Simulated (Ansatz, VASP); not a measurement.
**V3Re in VASP and in Ansatz**

```
CELL_PARAMETERS angstrom
0.00000 2.89787 2.89787
2.89787 0.00000 2.89787
2.89787 2.89787 0.00000
ATOMIC_POSITIONS crystal
V 0.75000 0.75000 0.75000
V 0.25000 0.25000 0.25000
V 0.00000 0.00000 0.00000
Re 0.50000 0.50000 0.50000
```

Alike in both runs: task single point; functional LDA; k mesh 7 × 7 × 7; occupations fermi-dirac, width 0.1 eV; collinear spin.

```csv
,VASP,Ansatz
version,VASP 6.6.1,Ansatz 0.2.0
potentials or method,"VASP PAW LDA potentials, release 64 (V_sv, Re), cutoff 520 eV","plane waves, PAW"
valence electrons in the cell,46,54
```

VASP gave:

- pressure (GPa): 17.9
- net moment per atom (μB): 0.00

Problem. What did Ansatz give for the same quantities?

Solution. Pressure (GPa): 16.4; net moment per atom (μB): 0.00.

LDA's correlation is that of Perdew and Zunger in VASP and of Perdew and Wang (1992) in Ansatz. VASP's potentials hold 46 valence electrons a cell and Ansatz's 54, so a difference there can come from the potentials and not from the codes. Ansatz's warnings: seeded moment not kept.

Spin-orbit coupling is off throughout.
